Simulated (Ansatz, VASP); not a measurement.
## Hf: VASP beside Ansatz

The input INCAR:

```
PREC = Accurate ; ENCUT = 520
EDIFF = 1E-6 ; ISMEAR = 0
SIGMA = 0.15 ; LREAL = F
LASPH = T ; NELM = 80
ALGO = Fast ; ISIF = 2
LWAVE = F ; LCHARG = F
GGA = CA ; NBANDS = 17
```

The input KPOINTS:

```
Automatic mesh
0
Gamma
  21 21 10
```

POSCAR

```
Hf
1.0
    3.0967355433      0.0000000000      0.0000000000
   -1.5483677717      2.6818516493      0.0000000000
    0.0000000000      0.0000000000      5.3896029931
Hf
2
Direct
    0.3333333333      0.6666666667      0.2500000000
    0.6666666667      0.3333333333      0.7500000000
```

Input for Ansatz:

```yaml
crystal:
  lattice:
    - [3.0967355433, 0.0, 0.0]
    - [-1.5483677717, 2.6818516493, 0.0]
    - [0.0, 0.0, 5.3896029931]
  atoms:
    - { symbol: Hf, position: [0.3333333333, 0.6666666667, 0.25] }
    - { symbol: Hf, position: [0.6666666667, 0.3333333333, 0.75] }
basis:
  ecutwfc: 420
kpoints:
  mp_grid: { grid: [21, 21, 10] }
hamiltonian:
  xc: lda
scf:
  occupations: { method: gaussian, width: 0.15 }
output:
  forces: true
  stress: true
  eigenvalues: true
```

Alike in both runs: task single point; functional LDA; k mesh 21 × 21 × 10; occupations gaussian, width 0.15 eV; no spin polarisation.

|  | VASP | Ansatz |
| --- | --- | --- |
| version | VASP 6.6.1 | Ansatz 0.2.0 |
| potentials or method | VASP PAW LDA potentials, release 64 (Hf_pv), cutoff 520 eV | scalar-relativistic, plane waves, PAW |
| valence electrons in the cell | 20 | 52 |

VASP gave:

```
gap on the k mesh at the Fermi level (eV)                     : none
pressure (GPa)                                                : -7.6
traceless stress, the component that is largest in VASP (GPa) : -5.97
```

Question: Which values does Ansatz return?

Answer: gap on the k mesh at the Fermi level (eV): none; pressure (GPa): -7.6; traceless stress, the component that is largest in VASP (GPa): -6.01.

LDA's correlation is that of Perdew and Zunger in VASP and of Perdew and Wang (1992) in Ansatz. A gap of «none» marks a metal or a gap that the smearing closes. VASP's potentials hold 20 valence electrons a cell and Ansatz's 52, so a difference there can come from the potentials and not from the codes.

Neither program's run includes spin-orbit coupling.
